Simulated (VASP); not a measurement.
A run of VASP 6.6.1 is set up as follows.

File INCAR:

```
SYSTEM = Ta2N
PREC = Accurate ; ENCUT = 520
EDIFF = 1E-7 ; ISMEAR = 0
SIGMA = 0.15 ; LREAL = .FALSE.
LASPH = .TRUE. ; NELM = 60
ALGO = Normal ; ISIF = 2
LWAVE = .FALSE. ; LCHARG = .FALSE.
GGA = CA ; NBANDS = 20
```

KPOINTS

```
Automatic mesh
0
G
  15 15 8
  0 0 0
```

File POSCAR:

```
Ta2N
1.0
    3.0618406011      0.0000000000      0.0000000000
   -1.5309203006      2.6516317429      0.0000000000
    0.0000000000      0.0000000000      4.7871626750
Ta N
2 1
Direct
    0.6666666667      0.3333333333      0.7466885012
    0.3333333333      0.6666666667      0.2533114988
    0.0000000000      0.0000000000      0.0000000000
```

Potentials or basis: VASP PAW LDA potentials, release 64 (Ta_pv, N).

Command:

```console
$ cat potpaw_LDA.64/Ta_pv/POTCAR potpaw_LDA.64/N/POTCAR > POTCAR
$ mpirun -np 1 vasp_std > vasp.out
```

**Question.** Predict the pressure.

**Answer.** 1.6 GPa.

**Question.** What does it give for the largest force?

**Answer.** 0.054 eV/Å.

Forces in eV/Å, atoms in the order of the input:
```
Ta   0.000  0.000 -0.054
Ta   0.000  0.000  0.054
N    0.000  0.000  0.000
```
